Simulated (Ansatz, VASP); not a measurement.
**Two plane-wave programs on Ir**

```xyz
1
Lattice="0.0000 1.9432 1.9432 1.9432 0.0000 1.9432 1.9432 1.9432 0.0000" Properties=species:S:1:pos:R:3 pbc="T T T"
Ir    0.0000    0.0000    0.0000
```

Alike in both runs: functional RPBE; k mesh 18 × 18 × 18; occupations gaussian, width 0.1 eV; no spin polarisation.

Ansatz relaxed the structure, and its values are those at the end. VASP's run is a single point on that final structure, the one shown.

|  | VASP | Ansatz |
| --- | --- | --- |
| version | VASP 6.6.1 | Ansatz 0.2.0 |
| potentials or method | VASP PAW PBE potentials, release 64 (Ir), cutoff 520 eV | scalar-relativistic, plane waves, PAW |
| valence electrons in the cell | 9 | 17 |

```tsv
	VASP	Ansatz	Ansatz less VASP
gap on the k mesh at the Fermi level (eV)	none	none	-
pressure (GPa)	0.3	0.0	-0.35
```

VASP's potentials were made for PBE, not for RPBE. A gap of «none» marks a metal or a gap that the smearing closes. With one functional, cell and mesh, what is left measures potentials, basis and numerics. VASP's potentials hold 9 valence electrons a cell and Ansatz's 17, so a difference there can come from the potentials and not from the codes.

Spin-orbit coupling is off throughout.
